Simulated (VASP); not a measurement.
# Os (P6_3/mmc) in VASP: further runs, part 2 of 2

VASP 6.6.1.

## 3. Single point, PBEsol

This run uses another cell than the first one, of 13.89 Å³/atom, 1.018 times its volume.

Input file INCAR:

```
SYSTEM = Os
PREC = Accurate
ENCUT = 520
EDIFF = 1E-6
ISMEAR = -1
SIGMA = 0.05
LREAL = .FALSE.
LASPH = .TRUE.
NELM = 80
ALGO = Normal
ISIF = 2
LWAVE = .FALSE.
LCHARG = .TRUE.
GGA = PS
LELF = .TRUE.
LVHAR = .TRUE.
NBANDS = 15
```

Input file KPOINTS:

```
Automatic mesh
0
G
  11 11 6
  0 0 0
```

Input file POSCAR:

```
Os
1.0
    2.7280718885      0.0000000000      0.0000000000
   -1.3640359443      2.3625795588      0.0000000000
    0.0000000000      0.0000000000      4.3116420093
Os
2
Direct
    0.6666666667      0.3333333333      0.7500000000
    0.3333333333      0.6666666667      0.2500000000
```

Potentials or basis: VASP PAW PBE potentials, release 64 (Os).

Run with:

```console
$ cat potpaw_PBE.64/Os/POTCAR > POTCAR
$ mpirun -np 1 vasp_std > vasp.out
```

OUTCAR:

```text
SYSTEM = Os
   PREC = Accurate
   ENCUT = 520
   EDIFF = 1E-6
   ISMEAR = -1
   LREAL = .FALSE.
   LASPH = .TRUE.
   NELM = 80
   ISIF = 2
   GGA = PS

 ion  position               nearest neighbor table
   1  0.667  0.333  0.750-   2 2.67   2 2.67   2 2.67   2 2.67   2 2.67   2 2.67
   2  0.333  0.667  0.250-   1 2.67   1 2.67   1 2.67   1 2.67   1 2.67   1 2.67

  LATTYP: Found a hexagonal cell.
 ALAT       =     2.7280718885
 C/A-ratio  =     1.5804722843

  Lattice vectors:

 A1 = (   2.7280718885,   0.0000000000,   0.0000000000)
 A2 = (  -1.3640359443,   2.3625795588,   0.0000000000)
 A3 = (   0.0000000000,   0.0000000000,   4.3116420093)

Analysis of symmetry for initial positions (statically):
=====================================================================
 Subroutine PRICEL returns:
 Original cell was already a primitive cell.

 Routine SETGRP: Setting up the symmetry group for a
 hexagonal supercell.

 Subroutine GETGRP returns: Found 24 space group operations
 (whereof 12 operations were pure point group operations)
 out of a pool of 24 trial point group operations.

The static configuration has the point symmetry D_3d.
 The point group associated with its full space group is D_6h.

Analysis of symmetry for dynamics (positions and initial velocities):
=====================================================================
 Subroutine PRICEL returns:
 Original cell was already a primitive cell.

 Routine SETGRP: Setting up the symmetry group for a
 hexagonal supercell.

 Subroutine GETGRP returns: Found 24 space group operations
 (whereof 12 operations were pure point group operations)
 out of a pool of 24 trial point group operations.

The dynamic configuration has the point symmetry D_3d.
 The point group associated with its full space group is D_6h.

 Subroutine INISYM returns: Found 24 space group operations
 (whereof 12 operations are pure point group operations),
 and found     1 'primitive' translations

----------------------------------------------------------------------------------------

                                     Primitive cell

  volume of cell :      27.7898

  direct lattice vectors                    reciprocal lattice vectors
     2.728071889  0.000000000  0.000000000     0.366559255  0.211633085  0.000000000
    -1.364035944  2.362579559  0.000000000     0.000000000  0.423266170  0.000000000
     0.000000000  0.000000000  4.311642009     0.000000000  0.000000000  0.231930201

  length of vectors
     2.728071889  2.728071889  4.311642009     0.423266170  0.423266170  0.231930201

  position of ions in fractional coordinates (direct lattice)
     0.666666667  0.333333333  0.750000000
     0.333333333  0.666666667  0.250000000

  ion indices of the primitive-cell ions
   primitive index   ion index
                 1           1
                 2           2

----------------------------------------------------------------------------------------

 KPOINTS: Automatic mesh

Automatic generation of k-mesh.
 Grid dimensions read from file:
 generate k-points for:   11   11    6

 Generating k-lattice:

  Cartesian coordinates                     Fractional coordinates (reciprocal lattice)
     0.033323569  0.019239371  0.000000000     0.090909091  0.000000000  0.000000000
     0.000000000  0.038478743  0.000000000     0.000000000  0.090909091  0.000000000
     0.000000000  0.000000000  0.038655034     0.000000000  0.000000000  0.166666667

  Length of vectors
     0.038478743  0.038478743  0.038655034

  Shift w.r.t. Gamma in fractional coordinates (k-lattice)
     0.000000000  0.000000000  0.000000000

 Subroutine IBZKPT returns following result:
 ===========================================

 Found     64 irreducible k-points:

 Following reciprocal coordinates:
            Coordinates               Weight
  0.000000  0.000000  0.000000      1.000000
  0.090909  0.000000  0.000000      6.000000
  0.181818 -0.000000  0.000000      6.000000
  0.272727 -0.000000  0.000000      6.000000
  0.363636 -0.000000  0.000000      6.000000
  0.454545  0.000000  0.000000      6.000000
[... 16 lines left out ...]
  0.090909  0.090909  0.166667     12.000000
  0.181818  0.090909  0.166667     24.000000
 [... further k-points ...]
   k-points           NKPTS =     64   k-points in BZ     NKDIM =     64   number of bands    NBANDS=     15
   number of dos      NEDOS =    301   number of ions     NIONS =      2
   total plane-waves  NPLWV =  12800
   dimension x,y,z NGX =    20 NGY =   20 NGZ =   32
   dimension x,y,z NGXF=    40 NGYF=   40 NGZF=   64
   ions per type =               2
   NGX,Y,Z   is equivalent  to a cutoff of  12.19, 12.19, 12.34 a.u.
   NGXF,Y,Z  is equivalent  to a cutoff of  24.38, 24.38, 24.68 a.u.
 SYSTEM =  Os
   PREC   = accura    normal or accurate (medium, high low for compatibility)
   ISTART =      0    job   : 0-new  1-cont  2-samecut
   ICHARG =      2    charge: 1-file 2-atom 10-const
   ISPIN  =      1    spin polarized calculation?
   LNONCOLLINEAR =      F non collinear calculations
   LSORBIT =      F    spin-orbit coupling
   LASPH  =      T    aspherical Exc in radial PAW
   ENCUT  =  520.0 eV  38.22 Ry    6.18 a.u.   5.07  5.07  8.02*2*pi/ulx,y,z
   NELM   =     80;   NELMIN=  2; NELMDL= -5     # of ELM steps
   EDIFF  = 0.1E-05   stopping-criterion for ELM
   LREAL  =      F    real-space projection
   EDIFFG = 0.1E-04   stopping-criterion for IOM
   NSW    =      0    number of steps for IOM
   IBRION =     -1    ionic relax: 0-MD 1-quasi-New 2-CG
   NFREE  =      0    steps in history (QN), initial steepest desc. (CG)
   ISIF   =      2    stress and relaxation
   ISYM   =      2    0-nonsym 1-usesym 2-fastsym
   POTIM  = 0.5000    time-step for ionic-motion
   TEBEG  =    0.0;   TEEND  =   0.0 temperature during run
   PSTRESS=    0.0 pullay stress
   NELECT =      16.0000    total number of electrons
   NUPDOWN=      -1.0000    fix difference up-down
   EMIN   =  10.00;   EMAX   =-10.00  energy-range for DOS
   EFERMI =   0.00;   METHOD = LEGACY
   ISMEAR =    -1;   SIGMA  =   0.05  broadening in eV -4-tet -1-fermi 0-gaus
   EFERMI_NEDOS =   21; number of points for ismear=-14 and -15
   IALGO  =     38    algorithm
   IMIX   =      4    mixing-type and parameters
     AMIX     =   0.40;   BMIX     =  1.00
     AMIX_MAG =   1.60;   BMIX_MAG =  1.00
  volume/ion in A,a.u.               =      13.89        93.77
  Fermi-wavevector in a.u.,A,eV,Ry     =   1.361925  2.573665 25.236624  1.854840
  Thomas-Fermi vector in A             =   2.488459
   LORBIT       =      0    0 simple, 1 ext, 2 COOP (PROOUT), +10 PAW based schemes
   GGA     = PS    functional components
   LHFCALC =     F    Hartree Fock is set to
   AEXX    =    0.0000 exact exchange contribution
   IVDW    =     0    specifies the selected vdW correction
   LEPSILON=     F    determine dielectric tensor
   LRPA    =     F    only Hartree local field effects (RPA)
 non-spin polarized calculation
  energy-cutoff  :      520.00
  volume of cell :       27.79
 maximum number of plane-waves:       766
   NGX = 11   NGY = 11   NGZ = 17

 number of electron      15.9999998 magnetization

 Free energy of the ion-electron system (eV)
  ---------------------------------------------------
  ext. energy  EPLUGINS =         0.00000000
  ---------------------------------------------------
  free energy    TOTEN  =       -24.47567656 eV

  energy without entropy =      -24.46265908  energy(sigma->0) =      -24.46916782

 E-fermi :   9.3624     XC(G=0): -14.1916

 val. band max:        9.3417070714   @ k =   0.0909   0.0000   0.3333
 cond. band min:       9.3987217568   @ k =   0.0000   0.0000   0.0000
 fundamental gap:      0.0570146855
 Fermi energy:         9.3623933043

 k-point     1 :       0.0000    0.0000    0.0000
  band No.  band energies     occupation
      1      -1.6477      2.00000
      2       1.5201      2.00000
      3       6.3144      2.00000
      4       6.3144      2.00000
      5       6.5634      2.00000
      6       7.1691      2.00000
      7       7.1691      2.00000
      8       7.8320      2.00000
      9       7.8320      2.00000
     10       9.3987      0.65190
     11      11.1206      0.00000
     12      11.1206      0.00000
     13      18.5263      0.00000
     14      23.4455      0.00000
[... 401 lines left out ...]
      2       3.1459      2.00000
      3       4.5688      2.00000
      4       4.7947      2.00000
      5       6.0632      2.00000
      6       6.6904      2.00000
      7       7.2742      2.00000
      8       8.2357      2.00000
      9       8.8556      1.99992
     10       9.2402      1.84026
     11      11.5674      0.00000
     12      14.9950      0.00000
     13      19.9889      0.00000
     14      24.6090      0.00000
     15      25.6854      0.00000

 [... further k-points ...]
[... 5 lines left out ...]
  --------------------------------------------------------------------------------------
  -------------------------------------------------------------------------------------
  Total        0.0935003      0.0935003      0.0757593     -0.0000000     -0.0000000     -0.0000000
  in kB        5.3906203      5.3906203      4.3677876     -0.0000000     -0.0000000     -0.0000000
  external PRESSURE =       5.0496761 kB  Pullay stress =       0.0000000 kB

 VOLUME and BASIS-vectors are now :
 -----------------------------------------------------------------------------
  energy-cutoff  :      520.00
  volume of cell :       27.79
      direct lattice vectors                 reciprocal lattice vectors
     2.728071889  0.000000000  0.000000000     0.366559255  0.211633085  0.000000000
    -1.364035944  2.362579559  0.000000000     0.000000000  0.423266170  0.000000000
     0.000000000  0.000000000  4.311642009     0.000000000  0.000000000  0.231930201

 POSITION                                       TOTAL-FORCE (eV/Angst)
 -----------------------------------------------------------------------------------
      1.36404      0.78753      3.23373         0.000000      0.000000      0.000000
     -0.00000      1.57505      1.07791        -0.000000     -0.000000      0.000000
 -----------------------------------------------------------------------------------
    total drift:                               -0.000000      0.000000     -0.000000

  FREE ENERGIE OF THE ION-ELECTRON SYSTEM (eV)
  ---------------------------------------------------
  free  energy   TOTEN  =       -24.4756765614 eV

  energy  without entropy=      -24.4626590798  energy(sigma->0) =      -24.46916782
```

OSZICAR:

```text
N       E                     dE             d eps       ncg     rms          rms(c)
DAV:   1     0.100634488734E+03    0.10063E+03   -0.74347E+03  1920   0.102E+03
DAV:   2    -0.213080989815E+02   -0.12194E+03   -0.10726E+03  1920   0.327E+02
DAV:   3    -0.259760335792E+02   -0.46679E+01   -0.45097E+01  2648   0.565E+01
DAV:   4    -0.260130201481E+02   -0.36987E-01   -0.36954E-01  2018   0.510E+00
DAV:   5    -0.260132063126E+02   -0.18616E-03   -0.18616E-03  2676   0.345E-01    0.246E+01
DAV:   6    -0.248245589458E+02    0.11886E+01   -0.99955E-01  2452   0.849E+00    0.111E+01
DAV:   7    -0.244850294327E+02    0.33953E+00   -0.67048E-01  2445   0.680E+00    0.585E-01
DAV:   8    -0.244789802734E+02    0.60492E-02   -0.67389E-03  1962   0.622E-01    0.391E-01
DAV:   9    -0.244756819726E+02    0.32983E-02   -0.19035E-03  2361   0.447E-01    0.499E-02
DAV:  10    -0.244756963631E+02   -0.14391E-04   -0.77516E-05  2466   0.774E-02    0.112E-02
DAV:  11    -0.244756772699E+02    0.19093E-04   -0.42177E-06  2193   0.213E-02    0.170E-03
DAV:  12    -0.244756765614E+02    0.70850E-06   -0.10884E-07  1296   0.346E-03
   1 F= -.24475677E+02 E0= -.24469168E+02  d E =-.130175E-01
```

It took 23 s on 1 thread of Intel Xeon Platinum 8375C at 2.90GHz (Ice Lake), shared host; peak memory 0.15 GiB.

What came out:

| Item | Value |
| --- | --- |
| Free energy | -24.4757 eV |
| Pressure | 0.5 GPa |
| Band gap on the k mesh | zero (band 8 reaches 11.54 eV, above the bottom of band 9 at 7.60 eV) |

Levels at points of the mesh, in eV from the Fermi level:
| k point | band 5 | band 6 | band 7 | band 8 | band 9 | band 10 | band 11 | band 12 |
| --- | --- | --- | --- | --- | --- | --- | --- | --- |
| (0.00, 0.00, 0.00) | -2.80 | -2.19 | -2.19 | -1.53 | -1.53 | 0.04 | 1.76 | 1.76 |
| (0.00, 0.00, 0.50) | -3.24 | -3.24 | -3.24 | -3.24 | 0.96 | 0.96 | 0.96 | 0.96 |

Caveat: the PAW data sets were made with another functional, which shifts forces and pressure a little; spin-orbit coupling is left out, which moves the levels of the heavy elements.

## 4. Single point, PBEsol+D3(BJ)

This run uses another cell than the first one, of 13.70 Å³/atom, 1.004 times its volume.

Input file INCAR:

```
SYSTEM = Os
  PREC = Accurate
  ENCUT = 520
  EDIFF = 1E-7
  ISMEAR = -1
  SIGMA = 0.05
  LREAL = .FALSE.
  LASPH = .TRUE.
  NELM = 100
  ALGO = Normal
  ISIF = 2
  LWAVE = .FALSE.
  LCHARG = .FALSE.
  GGA = PS
  IVDW = 12
  NBANDS = 15
```

Input file KPOINTS:

```
regular mesh
0
G
  11 11 6
  0 0 0
```

Input file POSCAR:

```
Os
1.0
    2.7148036034      0.0000000000      0.0000000000
   -1.3574018017      2.3510888869      0.0000000000
    0.0000000000      0.0000000000      4.2935713694
Os
2
Direct
    0.6666666667      0.3333333333      0.7500000000
    0.3333333333      0.6666666667      0.2500000000
```

Run with:

```console
$ cat potpaw_PBE.64/Os/POTCAR > POTCAR
$ mpirun -np 1 vasp_std > vasp.out
```

Wall time 27 s (1 thread of Intel Xeon Platinum 8375C at 2.90GHz (Ice Lake), shared host); peak memory 0.16 GiB.

The run converged. Its results:

- Free energy: -25.8299 eV
- Pressure: -1.1 GPa
- Band gap on the k mesh: zero (band 8 reaches 11.81 eV, above the bottom of band 9 at 7.78 eV)
- Dispersion energy per atom: -0.682 eV

Stress tensor (GPa, compression positive):
```
-1.08  0.00  0.00
 0.00 -1.08  0.00
 0.00  0.00 -1.17
```

Levels at points of the mesh, in eV from the Fermi level:
| k point | band 5 | band 6 | band 7 | band 8 | band 9 | band 10 | band 11 | band 12 |
| --- | --- | --- | --- | --- | --- | --- | --- | --- |
| (0.00, 0.00, 0.00) | -2.87 | -2.24 | -2.24 | -1.56 | -1.56 | 0.03 | 1.80 | 1.80 |
| (0.00, 0.00, 0.50) | -3.31 | -3.31 | -3.31 | -3.31 | 0.98 | 0.98 | 0.98 | 0.98 |

Caveat: three body term missing; the PAW data sets were made with another functional, which shifts forces and pressure a little; spin-orbit coupling is left out, which moves the levels of the heavy elements; pairwise dispersion overbinds metals, which lowers pressure and volume.

## 5. Overview

| level | cell | gap on the mesh (eV) | pressure (GPa) |
| --- | --- | --- | --- |
| PBEsol+D3(BJ) | a = 2.711, b = 2.711, c = 4.288 Å, angles 90.0, 90.0, 120.0°, 2 atoms | none | 0.8 |
| PBEsol | a = 2.728, b = 2.728, c = 4.312 Å, angles 90.0, 90.0, 120.0°, 2 atoms | none | 0.5 |
| PBEsol+D3(BJ) | a = 2.715, b = 2.715, c = 4.294 Å, angles 90.0, 90.0, 120.0°, 2 atoms | none | -1.1 |

Alike in all rows: task single point; potentials or basis VASP PAW PBE potentials, release 64 (Os); no spin polarisation; k mesh 11 × 11 × 6; cutoff (eV) 520; smearing fermi-dirac 0.05 eV.

Caveats: the PAW data sets were made with another functional, which shifts forces and pressure a little; spin-orbit coupling is left out, which moves the levels of the heavy elements; pairwise dispersion overbinds metals, which lowers pressure and volume (some runs); three body term missing (some runs).

Absolute energies hang on the potentials; compare differences alone.
